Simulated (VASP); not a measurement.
Al3Pd, 4 atoms in the cell. It takes space group Pm-3m (No. 221, cubic). Conventional cell: a = 3.947 Å, b = 3.947 Å, c = 3.947 Å, α = 90.00°, β = 90.00°, γ = 90.00°. Al (site symmetry 4/mmm) has 8 Al at 2.79 Å and 4 Pd at 2.79 Å within 3.7 Å. Pd (site symmetry m-3m) has 12 Al at 2.79 Å within 3.7 Å. 

* Program: VASP 6.6.1
* Task: single point
* Functional: PBE
* Potentials or basis: VASP PAW PBE potentials, release 64 (Al, Pd)
* Cutoff: 520 eV
* k mesh: 2 × 2 × 2
* Occupations: gaussian, width 0.1 eV
* Spin: no spin polarisation
* Dipole correction: no
* Further INCAR settings: ALGO = Fast; EDIFF = 1e-06; NBANDS = 18

Potentials or basis: VASP PAW PBE potentials, release 64 (Al, Pd).

Launch:

```console
$ cat potpaw_PBE.64/Al/POTCAR potpaw_PBE.64/Pd/POTCAR > POTCAR
$ mpirun -np 1 vasp_std > vasp.out
```

Hardware: 1 thread of Intel(R) Xeon(R) 6975P-C (Granite Rapids), on a shared host.

Task: How long does it take, and how much memory?

Result: Wall time 3.9 s on 1 thread of Intel(R) Xeon(R) 6975P-C (Granite Rapids), with other jobs on the host, peak memory 0.15 GiB. Counts: scf iterations 14, k points 4.
